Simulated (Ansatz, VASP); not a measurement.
## One calculation of TiAl, two programs

```
Ti Al
1.0
     3.24141    0.00000    0.00000
     0.00000    3.24141    0.00000
     0.00000    0.00000    3.24141
Ti Al
1 1
Cartesian
  0.0000 0.0000 0.0000
  1.6207 1.6207 1.6207
```

Alike in both runs: task single point; functional PBE0; k mesh 6 × 6 × 6; occupations fermi-dirac, width 0.05 eV; no spin polarisation.

|  | VASP | Ansatz |
| --- | --- | --- |
| version | VASP 6.6.1 | Ansatz 0.2.0 |
| potentials or method | VASP PAW PBE potentials, release 64 (Ti_sv, Al) | Ansatz PAW |
| plane-wave cutoff (eV) | 520 | 420 |
| valence electrons in the cell | 15 | 15 |

VASP gave:

| Item | Value |
| --- | --- |
| gap on the k mesh at the Fermi level (eV) | none |
| pressure (GPa) | -8.6 |

**Question.** Which values does Ansatz return?

**Answer.** gap on the k mesh at the Fermi level (eV): none; pressure (GPa): -8.4.

A gap of «none» marks a metal or a gap that the smearing closes. The functional is the same, so the differences come from potentials, cutoffs and numerics.
